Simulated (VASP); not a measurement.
# MgI2 (P-3m1) in VASP: notebook

Runs on MgI2. Level: PBEsol. Tasks: single point, relaxation of cell and atoms.

Program: VASP 6.6.1. These are calculated values, not measurements. Logs are shortened: lines on timing, memory, paths and dates and some standing lists are left out, and cuts for length are marked.

## Step 1: The cell of the first run

The structure is trigonal, space group P-3m1 (No. 164). Conventional cell: a = 4.130 Å, b = 4.130 Å, c = 7.022 Å, α = 90.00°, β = 90.00°, γ = 120.00°. Mg (site symmetry -3m) has 6 I at 2.91 Å within 3.8 Å. I (site symmetry 3m) has 3 Mg at 2.91 Å within 3.8 Å.

## Step 2: Single point, PBEsol

The input, INCAR:

```
SYSTEM = MgI2
ALGO     = Normal         ! electronic algorithm
EDIFF    = 1E-6           ! SCF threshold, eV
ENCUT    = 520            ! plane-wave cutoff, eV
GGA      = PS             ! functional
ISIF     = 2              ! what is computed and relaxed
ISMEAR   = -1             ! smearing method
LASPH    = .True.         ! aspherical terms in the spheres
LCHARG   = .False.        ! write CHGCAR
LREAL    = .False.        ! projectors in reciprocal space
LWAVE    = .False.        ! write WAVECAR
NBANDS   = 15             ! bands
NELM     = 100            ! most SCF steps
PREC     = Accurate       ! precision mode
SIGMA    = 0.08           ! smearing width, eV
```

The input, KPOINTS:

```
k-points
0
Gamma
  10 10 6
  0 0 0
```

The input, POSCAR:

```
MgI2
1.0
    4.1300349228      0.0000000000      0.0000000000
   -2.0650174614      3.5767151617      0.0000000000
    0.0000000000      0.0000000000      7.0219488644
Mg I
1 2
Direct
    0.0000000000      0.0000000000      0.0000000000
    0.3333333333      0.6666666667      0.2376775554
    0.6666666667      0.3333333333      0.7623224446
```

Potentials or basis: VASP PAW PBE potentials, release 64 (Mg, I).

The run is started by

```
> cat potpaw_PBE.64/Mg/POTCAR potpaw_PBE.64/I/POTCAR > POTCAR
> mpirun -np 1 vasp_std > vasp.out
```

OUTCAR:

```text
SYSTEM = MgI2
   EDIFF = 1E-6
   ENCUT = 520
   GGA = PS
   ISIF = 2
   ISMEAR = -1
   LASPH = .True.
   LREAL = .False.
   NELM = 100
   PREC = Accurate

 ion  position               nearest neighbor table
   1  0.000  0.000  0.000-   2 2.91   3 2.91   3 2.91   2 2.91   3 2.91   2 2.91
   2  0.333  0.667  0.238-   1 2.91   1 2.91   1 2.91
   3  0.667  0.333  0.762-   1 2.91   1 2.91   1 2.91

  LATTYP: Found a hexagonal cell.
 ALAT       =     4.1300349228
 C/A-ratio  =     1.7002153724

  Lattice vectors:

 A1 = (   4.1300349228,   0.0000000000,   0.0000000000)
 A2 = (  -2.0650174614,   3.5767151617,   0.0000000000)
 A3 = (   0.0000000000,   0.0000000000,   7.0219488644)

Analysis of symmetry for initial positions (statically):
=====================================================================
 Subroutine PRICEL returns:
 Original cell was already a primitive cell.

 Routine SETGRP: Setting up the symmetry group for a
 hexagonal supercell.

 Subroutine GETGRP returns: Found 12 space group operations
 (whereof 12 operations were pure point group operations)
 out of a pool of 24 trial point group operations.

The static configuration has the point symmetry D_3d.

Analysis of symmetry for dynamics (positions and initial velocities):
=====================================================================
 Subroutine PRICEL returns:
 Original cell was already a primitive cell.

 Routine SETGRP: Setting up the symmetry group for a
 hexagonal supercell.

 Subroutine GETGRP returns: Found 12 space group operations
 (whereof 12 operations were pure point group operations)
 out of a pool of 24 trial point group operations.

The dynamic configuration has the point symmetry D_3d.

 Subroutine INISYM returns: Found 12 space group operations
 (whereof 12 operations are pure point group operations),
 and found     1 'primitive' translations

----------------------------------------------------------------------------------------

                                     Primitive cell

  volume of cell :     103.7279

  direct lattice vectors                    reciprocal lattice vectors
     4.130034923  0.000000000  0.000000000     0.242128703  0.139793072  0.000000000
    -2.065017461  3.576715162  0.000000000     0.000000000  0.279586144  0.000000000
     0.000000000  0.000000000  7.021948864     0.000000000  0.000000000  0.142410607

  length of vectors
     4.130034923  4.130034923  7.021948864     0.279586144  0.279586144  0.142410607

  position of ions in fractional coordinates (direct lattice)
     0.000000000  0.000000000  0.000000000
     0.333333333  0.666666667  0.237677555
     0.666666667  0.333333333  0.762322445
[... 93 lines left out ...]
   ISMEAR =    -1;   SIGMA  =   0.08  broadening in eV -4-tet -1-fermi 0-gaus
   EFERMI_NEDOS =   21; number of points for ismear=-14 and -15
   IALGO  =     38    algorithm
   IMIX   =      4    mixing-type and parameters
     AMIX     =   0.40;   BMIX     =  1.00
     AMIX_MAG =   1.60;   BMIX_MAG =  1.00
  volume/ion in A,a.u.               =      34.58       233.33
  Fermi-wavevector in a.u.,A,eV,Ry     =   0.877977  1.659135 10.487953  0.770843
  Thomas-Fermi vector in A             =   1.997999
   LORBIT       =      0    0 simple, 1 ext, 2 COOP (PROOUT), +10 PAW based schemes
   GGA     = PS    functional components
   LHFCALC =     F    Hartree Fock is set to
   AEXX    =    0.0000 exact exchange contribution
   IVDW    =     0    specifies the selected vdW correction
   LEPSILON=     F    determine dielectric tensor
   LRPA    =     F    only Hartree local field effects (RPA)
 non-spin polarized calculation
  energy-cutoff  :      520.00
  volume of cell :      103.73
 maximum number of plane-waves:      2822
 NGX is ok and might be reduce to    32
   NGX = 15   NGY = 15   NGZ = 27

 number of electron      16.0000001 magnetization

 Free energy of the ion-electron system (eV)
  ---------------------------------------------------
  ext. energy  EPLUGINS =         0.00000000
  ---------------------------------------------------
  free energy    TOTEN  =        -8.42355776 eV

  energy without entropy =       -8.42355776  energy(sigma->0) =       -8.42355776

 E-fermi :   3.8161     XC(G=0):  -8.2994

 val. band max:        2.0647610651   @ k =   0.0000   0.0000   0.0000
 cond. band min:       5.5852915836   @ k =   0.5000   0.0000   0.3333
 fundamental gap:      3.5205305185
 Fermi energy:         3.8161055028

 k-point     1 :       0.0000    0.0000    0.0000
  band No.  band energies     occupation
      1     -10.0097      2.00000
      2      -9.3296      2.00000
      3      -1.4410      2.00000
      4       1.7023      2.00000
      5       1.7023      2.00000
      6       2.0026      2.00000
      7       2.0648      2.00000
      8       2.0648      2.00000
      9       5.7555      0.00000
     10       6.8154      0.00000
     11       8.7939      0.00000
     12       8.7939      0.00000
     13       9.3499      0.00000
     14      10.2022      0.00000
[... 401 lines left out ...]
      2      -9.0889      2.00000
      3      -1.5812      2.00000
      4      -0.8939      2.00000
      5       0.3906      2.00000
      6       0.7798      2.00000
      7       1.2687      2.00000
      8       1.5993      2.00000
      9       5.6420      0.00000
     10       7.1120      0.00000
     11       7.9064      0.00000
     12       9.1413      0.00000
     13       9.2353      0.00000
     14      10.9525      0.00000
     15      12.3009      0.00000

 [... further k-points ...]

------------------------ aborting loop because EDIFF is reached ----------------------------------------

  FORCE on cell =-STRESS in cart. coord.  units (eV):
  Direction    XX          YY          ZZ          XY          YZ          ZX
  --------------------------------------------------------------------------------------
  -------------------------------------------------------------------------------------
  Total       -0.0230467     -0.0230467     -0.0145022      0.0000000      0.0000000      0.0000000
  in kB       -0.3559778     -0.3559778     -0.2240002      0.0000000      0.0000000      0.0000000
  external PRESSURE =      -0.3119853 kB  Pullay stress =       0.0000000 kB

 VOLUME and BASIS-vectors are now :
 -----------------------------------------------------------------------------
  energy-cutoff  :      520.00
  volume of cell :      103.73
      direct lattice vectors                 reciprocal lattice vectors
     4.130034923  0.000000000  0.000000000     0.242128703  0.139793072  0.000000000
    -2.065017461  3.576715162  0.000000000     0.000000000  0.279586144  0.000000000
     0.000000000  0.000000000  7.021948864     0.000000000  0.000000000  0.142410607

 POSITION                                       TOTAL-FORCE (eV/Angst)
 -----------------------------------------------------------------------------------
      0.00000      0.00000      0.00000        -0.000000      0.000000      0.000000
     -0.00000      2.38448      1.66896        -0.000000     -0.000000     -0.004848
      2.06502      1.19224      5.35299         0.000000      0.000000      0.004848
 -----------------------------------------------------------------------------------
    total drift:                               -0.000000      0.000000      0.000000

  FREE ENERGIE OF THE ION-ELECTRON SYSTEM (eV)
  ---------------------------------------------------
  free  energy   TOTEN  =        -8.4235577629 eV

  energy  without entropy=       -8.4235577628  energy(sigma->0) =       -8.42355776
```

OSZICAR:

```text
N       E                     dE             d eps       ncg     rms          rms(c)
DAV:   1     0.749228024489E+02    0.74923E+02   -0.57507E+03  2160   0.838E+02
DAV:   2    -0.258986685027E+01   -0.77513E+02   -0.70418E+02  3087   0.131E+02
DAV:   3    -0.846536616816E+01   -0.58755E+01   -0.58493E+01  2874   0.412E+01
DAV:   4    -0.857617576309E+01   -0.11081E+00   -0.11080E+00  2935   0.678E+00
DAV:   5    -0.857765264988E+01   -0.14769E-02   -0.14769E-02  2974   0.738E-01    0.403E+00
DAV:   6    -0.845491686519E+01    0.12274E+00   -0.99227E-02  2384   0.158E+00    0.266E+00
DAV:   7    -0.842585179600E+01    0.29065E-01   -0.10341E-01  2552   0.156E+00    0.627E-01
DAV:   8    -0.842357414365E+01    0.22777E-02   -0.76133E-03  2377   0.481E-01    0.265E-01
DAV:   9    -0.842356879195E+01    0.53517E-05   -0.81138E-04  2888   0.166E-01    0.108E-01
DAV:  10    -0.842355526532E+01    0.13527E-04   -0.40185E-05  2678   0.424E-02    0.373E-02
DAV:  11    -0.842355762742E+01   -0.23621E-05   -0.67114E-06  2594   0.145E-02    0.233E-02
DAV:  12    -0.842355776294E+01   -0.13552E-06   -0.54093E-07  2333   0.428E-03
   1 F= -.84235578E+01 E0= -.84235578E+01  d E =-.114721E-09
```

stdout:

```text
POSCAR found type information on POSCAR MgI
 POSCAR found :  2 types and       3 ions
 scaLAPACK will be used
 -----------------------------------------------------------------------------
|                                                                             |
|                                                                             |
|     You enforced a specific xc type in the INCAR file but a different       |
|     I HOPE YOU KNOW WHAT YOU ARE DOING!                                     |
|                                                                             |
 -----------------------------------------------------------------------------

 LDA part: xc-table for (Slater+PW92), standard interpolation
 POSCAR, INCAR and KPOINTS ok, starting setup
 FFT: planning ... GRIDC
 FFT: planning ... GRID_SOFT
 FFT: planning ... GRID
 WAVECAR not read
 entering main loop
```

Run time: 1.8 min. Hardware: 1 thread of Intel Xeon 8259CL, shared host; peak memory 0.3 GiB.

Results:

```
Free energy            : -8.4236 eV
Pressure               : 0.0 GPa
Largest force          : 0.005 eV/Å
Band gap on the k mesh : 3.52 eV (least direct gap 3.69 eV)
```

Forces in eV/Å, atoms in the order of the input:
```
Mg   0.000  0.000  0.000
I    0.000  0.000 -0.005
I    0.000  0.000  0.005
```

Levels at points of the mesh, in eV from the valence-band top:
```tsv
k point	band 4	band 5	band 6	band 7	band 8	band 9	band 10	band 11	band 12	band 13
(0.00, 0.00, 0.00)	-0.36	-0.36	-0.06	0.00	0.00	3.69	4.75	6.73	6.73	7.29
(0.50, 0.00, 0.00)	-2.88	-1.80	-1.31	-0.86	-0.42	3.64	5.27	5.46	7.03	7.83
(0.00, 0.00, 0.50)	-1.38	-0.29	-0.29	-0.08	-0.08	4.65	4.82	6.58	6.58	7.86
(0.50, 0.00, 0.50)	-3.19	-1.18	-1.17	-0.78	-0.61	3.54	5.15	5.56	6.03	7.71
```

Caveat: the PAW data sets were made with another functional, which shifts forces and pressure a little; spin-orbit coupling is left out, which moves the levels of the heavy elements; this functional lacks dispersion, which binds the layers, so the pressure and a relaxed spacing across them are unreliable.

(Part 1 of 2 ends here.)
